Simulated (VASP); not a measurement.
# Al (Fm-3m) in VASP: single point with PBEsol

Aim: the single point of Al with PBEsol.

All numbers are computed with VASP 6.6.1; they aren't measurements. Logs are shortened: lines on timing, memory, paths and dates and some standing lists are left out, and cuts for length are marked.

### Step 1. The cell of the first run

The structure is cubic, space group Fm-3m (No. 225). The conventional cell has a = 4.015 Å, b = 4.015 Å, c = 4.015 Å, α = 90.00°, β = 90.00°, γ = 90.00°. Al (site symmetry m-3m) has 12 Al at 2.84 Å within 3.7 Å.

### Step 2. Single point, PBEsol

File INCAR:

```
PREC     = Accurate       # precision mode
ENCUT    = 520            # plane-wave cutoff, eV
EDIFF    = 1E-7           # SCF threshold, eV
ISMEAR   = 0              # smearing method
SIGMA    = 0.1            # smearing width, eV
LREAL    = F              # projectors in reciprocal space
LASPH    = T              # aspherical terms in the spheres
NELM     = 60             # most SCF steps
ALGO     = Normal         # electronic algorithm
ISIF     = 2              # what is computed and relaxed
LWAVE    = F              # write WAVECAR
LCHARG   = F              # write CHGCAR
GGA      = PS             # functional
NBANDS   = 8              # bands
```

File KPOINTS:

```
regular mesh
0
Gamma
  18 18 18
```

File POSCAR:

```
Al
1.0
    0.0000000000      2.0073684325      2.0073684325
    2.0073684325      0.0000000000      2.0073684325
    2.0073684325      2.0073684325      0.0000000000
Al
1
Direct
    0.0000000000      0.0000000000      0.0000000000
```

Potentials or basis: VASP PAW PBE potentials, release 64 (Al).

Launch:

```sh
cat potpaw_PBE.64/Al/POTCAR > POTCAR
mpirun -np 1 vasp_std > vasp.out
```

OUTCAR:

```text
PREC = Accurate
   ENCUT = 520
   EDIFF = 1E-7
   ISMEAR = 0
   LREAL = F
   LASPH = T
   NELM = 60
   ISIF = 2
   GGA = PS

 ion  position               nearest neighbor table
   1  0.000  0.000  0.000-

  LATTYP: Found a face centered cubic cell.
 ALAT       =     4.0147368650

  Lattice vectors:

 A1 = (   0.0000000000,   2.0073684325,   2.0073684325)
 A2 = (   2.0073684325,   0.0000000000,   2.0073684325)
 A3 = (   2.0073684325,   2.0073684325,   0.0000000000)

Analysis of symmetry for initial positions (statically):
=====================================================================
 Subroutine PRICEL returns:
 Original cell was already a primitive cell.

 Routine SETGRP: Setting up the symmetry group for a
 face centered cubic supercell.

 Subroutine GETGRP returns: Found 48 space group operations
 (whereof 48 operations were pure point group operations)
 out of a pool of 48 trial point group operations.

The static configuration has the point symmetry O_h .

Analysis of symmetry for dynamics (positions and initial velocities):
=====================================================================
 Subroutine PRICEL returns:
 Original cell was already a primitive cell.

 Routine SETGRP: Setting up the symmetry group for a
 face centered cubic supercell.

 Subroutine GETGRP returns: Found 48 space group operations
 (whereof 48 operations were pure point group operations)
 out of a pool of 48 trial point group operations.

The dynamic configuration has the point symmetry O_h .

 Subroutine INISYM returns: Found 48 space group operations
 (whereof 48 operations are pure point group operations),
 and found     1 'primitive' translations

----------------------------------------------------------------------------------------

                                     Primitive cell

  volume of cell :      16.1775

  direct lattice vectors                    reciprocal lattice vectors
     0.000000000  2.007368432  2.007368432    -0.249082327  0.249082327  0.249082327
     2.007368432  0.000000000  2.007368432     0.249082327 -0.249082327  0.249082327
     2.007368432  2.007368432  0.000000000     0.249082327  0.249082327 -0.249082327

  length of vectors
     2.838847662  2.838847662  2.838847662     0.431423245  0.431423245  0.431423245

  position of ions in fractional coordinates (direct lattice)
     0.000000000  0.000000000  0.000000000

  ion indices of the primitive-cell ions
   primitive index   ion index
                 1           1

----------------------------------------------------------------------------------------

 KPOINTS: regular mesh

Automatic generation of k-mesh.
 Grid dimensions read from file:
 generate k-points for:   18   18   18

 Generating k-lattice:

  Cartesian coordinates                     Fractional coordinates (reciprocal lattice)
    -0.013837907  0.013837907  0.013837907     0.055555556  0.000000000  0.000000000
     0.013837907 -0.013837907  0.013837907     0.000000000  0.055555556  0.000000000
     0.013837907  0.013837907 -0.013837907     0.000000000  0.000000000  0.055555556

  Length of vectors
     0.023967958  0.023967958  0.023967958

  Shift w.r.t. Gamma in fractional coordinates (k-lattice)
     0.000000000  0.000000000  0.000000000

 Subroutine IBZKPT returns following result:
 ===========================================

 Found    195 irreducible k-points:

 Following reciprocal coordinates:
            Coordinates               Weight
  0.000000  0.000000  0.000000      1.000000
  0.055556  0.000000  0.000000      8.000000
  0.111111  0.000000  0.000000      8.000000
  0.166667  0.000000  0.000000      8.000000
  0.222222  0.000000  0.000000      8.000000
  0.277778  0.000000  0.000000      8.000000
[... 16 lines left out ...]
 -0.277778  0.055556  0.000000     24.000000
 -0.222222  0.055556  0.000000     24.000000
 [... further k-points ...]
   k-points           NKPTS =    195   k-points in BZ     NKDIM =    195   number of bands    NBANDS=      8
   number of dos      NEDOS =    301   number of ions     NIONS =      1
   total plane-waves  NPLWV =  13824
   dimension x,y,z NGX =    24 NGY =   24 NGZ =   24
   dimension x,y,z NGXF=    48 NGYF=   48 NGZF=   48
   ions per type =               1
   NGX,Y,Z   is equivalent  to a cutoff of  14.05, 14.05, 14.05 a.u.
   NGXF,Y,Z  is equivalent  to a cutoff of  28.11, 28.11, 28.11 a.u.
 SYSTEM =  unknown system
   PREC   = accura    normal or accurate (medium, high low for compatibility)
   ISTART =      0    job   : 0-new  1-cont  2-samecut
   ICHARG =      2    charge: 1-file 2-atom 10-const
   ISPIN  =      1    spin polarized calculation?
   LNONCOLLINEAR =      F non collinear calculations
   LSORBIT =      F    spin-orbit coupling
   LASPH  =      T    aspherical Exc in radial PAW
   ENCUT  =  520.0 eV  38.22 Ry    6.18 a.u.   5.28  5.28  5.28*2*pi/ulx,y,z
   NELM   =     60;   NELMIN=  2; NELMDL= -5     # of ELM steps
   EDIFF  = 0.1E-06   stopping-criterion for ELM
   LREAL  =      F    real-space projection
   EDIFFG = 0.1E-05   stopping-criterion for IOM
   NSW    =      0    number of steps for IOM
   IBRION =     -1    ionic relax: 0-MD 1-quasi-New 2-CG
   NFREE  =      0    steps in history (QN), initial steepest desc. (CG)
   ISIF   =      2    stress and relaxation
   ISYM   =      2    0-nonsym 1-usesym 2-fastsym
   POTIM  = 0.5000    time-step for ionic-motion
   TEBEG  =    0.0;   TEEND  =   0.0 temperature during run
   PSTRESS=    0.0 pullay stress
   NELECT =       3.0000    total number of electrons
   NUPDOWN=      -1.0000    fix difference up-down
   EMIN   =  10.00;   EMAX   =-10.00  energy-range for DOS
   EFERMI =   0.00;   METHOD = LEGACY
   ISMEAR =     0;   SIGMA  =   0.10  broadening in eV -4-tet -1-fermi 0-gaus
   EFERMI_NEDOS =   21; number of points for ismear=-14 and -15
   IALGO  =     38    algorithm
   IMIX   =      4    mixing-type and parameters
     AMIX     =   0.40;   BMIX     =  1.00
     AMIX_MAG =   1.60;   BMIX_MAG =  1.00
  volume/ion in A,a.u.               =      16.18       109.17
  Fermi-wavevector in a.u.,A,eV,Ry     =   0.933566  1.764183 11.858085  0.871545
  Thomas-Fermi vector in A             =   2.060280
   LORBIT       =      0    0 simple, 1 ext, 2 COOP (PROOUT), +10 PAW based schemes
   GGA     = PS    functional components
   LHFCALC =     F    Hartree Fock is set to
   AEXX    =    0.0000 exact exchange contribution
   IVDW    =     0    specifies the selected vdW correction
   LEPSILON=     F    determine dielectric tensor
   LRPA    =     F    only Hartree local field effects (RPA)
 non-spin polarized calculation
 Gauss-broadening in eV      SIGMA  =   0.10
  energy-cutoff  :      520.00
  volume of cell :       16.18
 maximum number of plane-waves:       448
 NGX is ok and might be reduce to    24
   NGX = 11   NGY = 11   NGZ = 11

 number of electron       3.0000000 magnetization

 Free energy of the ion-electron system (eV)
  ---------------------------------------------------
  ext. energy  EPLUGINS =         0.00000000
  ---------------------------------------------------
  free energy    TOTEN  =        -4.09067492 eV

  energy without entropy =       -4.08768691  energy(sigma->0) =       -4.08918092

 E-fermi :   8.1475     XC(G=0): -10.3289

 val. band max:        8.1328953401   @ k =  -0.2778   0.2778   0.0556
 cond. band min:       8.1559211031   @ k =  -0.4444   0.3333   0.1111
 fundamental gap:      0.0230257630
 Fermi energy:         8.1474730177

 k-point     1 :       0.0000    0.0000    0.0000
  band No.  band energies     occupation
      1      -3.1099      2.00000
      2      20.8614      0.00000
      3      20.8614      0.00000
      4      20.8614      0.00000
      5      22.5031      0.00000
      6      22.5031      0.00000
      7      22.5031      0.00000
      8      24.7856      0.00000

 k-point     2 :       0.0556    0.0000    0.0000
  band No.  band energies     occupation
      1      -3.0249      2.00000
      2      19.3604      0.00000
      3      20.5682      0.00000
      4      20.5682      0.00000
      5      22.9294      0.00000
      6      22.9294      0.00000
      7      23.0501      0.00000
      8      25.6797      0.00000

 k-point     3 :       0.1111    0.0000    0.0000
  band No.  band energies     occupation
      1      -2.7703      2.00000
      2      17.1226      0.00000
      3      20.0695      0.00000
      4      20.0695      0.00000
      5      23.1011      0.00000
      6      23.7993      0.00000
      7      23.7993      0.00000
      8      26.2235      0.00000

 k-point     4 :       0.1667    0.0000    0.0000
  band No.  band energies     occupation
      1      -2.3469      2.00000
      2      14.8649      0.00000
      3      19.6284      0.00000
      4      19.6284      0.00000
      5      22.9309      0.00000
      6      24.4020      0.00000
      7      24.4020      0.00000
      8      25.5745      0.00000

 k-point     5 :       0.2222    0.0000    0.0000
  band No.  band energies     occupation
      1      -1.7563      2.00000
      2      12.6825      0.00000
      3      19.3027      0.00000
      4      19.3027      0.00000
      5      22.7542      0.00000
      6      23.5867      0.00000
      7      23.5867      0.00000
      8      26.5536      0.00000
[... 177 lines left out ...]
 k-point    22 :      -0.3333    0.0556    0.0000
  band No.  band energies     occupation
      1       0.3325      2.00000
      2       8.1025      1.47559
      3      17.3684      0.00000
      4      20.2660      0.00000
      5      20.3218      0.00000
      6      21.7724      0.00000
      7      23.3381      0.00000
      8      26.2424      0.00000

 k-point    23 :      -0.2778    0.0556    0.0000
  band No.  band energies     occupation
      1      -0.6384      2.00000
      2      10.0069      0.00000
      3      17.3864      0.00000
      4      20.2935      0.00000
      5      21.1827      0.00000
      6      22.6425      0.00000
      7      23.2928      0.00000
      8      27.0403      0.00000

 k-point    24 :      -0.2222    0.0556    0.0000
  band No.  band energies     occupation
      1      -1.4480      2.00000
      2      12.0355      0.00000
      3      17.5498      0.00000
      4      20.4291      0.00000
      5      22.1884      0.00000
      6      23.2712      0.00000
      7      23.7137      0.00000
      8      25.9250      0.00000

 [... further k-points ...]
[... 5 lines left out ...]
  --------------------------------------------------------------------------------------
  -------------------------------------------------------------------------------------
  Total        0.0080953      0.0080953      0.0080953     -0.0000000     -0.0000000      0.0000000
  in kB        0.8017385      0.8017385      0.8017385     -0.0000000     -0.0000000      0.0000000
  external PRESSURE =       0.8017385 kB  Pullay stress =       0.0000000 kB

 VOLUME and BASIS-vectors are now :
 -----------------------------------------------------------------------------
  energy-cutoff  :      520.00
  volume of cell :       16.18
      direct lattice vectors                 reciprocal lattice vectors
     0.000000000  2.007368432  2.007368432    -0.249082327  0.249082327  0.249082327
     2.007368432  0.000000000  2.007368432     0.249082327 -0.249082327  0.249082327
     2.007368432  2.007368432  0.000000000     0.249082327  0.249082327 -0.249082327

 POSITION                                       TOTAL-FORCE (eV/Angst)
 -----------------------------------------------------------------------------------
      0.00000      0.00000      0.00000         0.000000      0.000000      0.000000
 -----------------------------------------------------------------------------------
    total drift:                               -0.000000      0.000000      0.000000

  FREE ENERGIE OF THE ION-ELECTRON SYSTEM (eV)
  ---------------------------------------------------
  free  energy   TOTEN  =        -4.0906749217 eV

  energy  without entropy=       -4.0876869136  energy(sigma->0) =       -4.08918092
```

It took 64 s on 1 thread of AMD EPYC 7R13, shared host; peak memory 0.11 GiB.

Results:

```
Free energy : -4.0907 eV
Pressure    : 0.1 GPa
```

Caveat: the PAW data sets were made with another functional, which shifts forces and pressure a little.
